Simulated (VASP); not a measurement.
Here is a VASP 6.6.1 calculation.

The input INCAR:

```
PREC = Accurate
ENCUT = 600
EDIFF = 1E-7
ISMEAR = 0
SIGMA = 0.1
LREAL = False
LASPH = True
NELM = 100
ALGO = Normal
ISIF = 3
LWAVE = False
LCHARG = False
GGA = PE
IBRION = 2
NSW = 100
EDIFFG = -0.01
```

Contents of KPOINTS:

```
Automatic mesh
0
Gamma
  10 10 10
```

File POSCAR:

```
SiC2
1.0
    0.0000000000      3.2959086721      4.4367680608
    2.4925432464      0.0000000000      4.4367680608
    2.4925432464      3.2959086721      0.0000000000
Si C
2 4
Direct
    0.2839850434      0.7160149566      0.7160149566
    0.7160149566      0.2839850434      0.2839850434
    0.6607594502      0.9546823863      0.3392405498
    0.0453176137      0.3392405498      0.9546823863
    0.9546823863      0.6607594502      0.0453176137
    0.3392405498      0.0453176137      0.6607594502
```

Potentials or basis: VASP PAW PBE potentials, release 64 (Si, C).

Launch:

```console
$ cat potpaw_PBE.64/Si/POTCAR potpaw_PBE.64/C/POTCAR > POTCAR
$ mpirun -np 1 vasp_std > vasp.out
```

**Question.** Estimate the band gap on the k mesh.

**Answer.** Zero (band 12 reaches 5.65 eV, above the bottom of band 13 at 5.36 eV).

Stress tensor (GPa, compression positive):
```
 0.09  0.00  0.00
 0.00  0.03  0.00
 0.00  0.00 -0.06
```
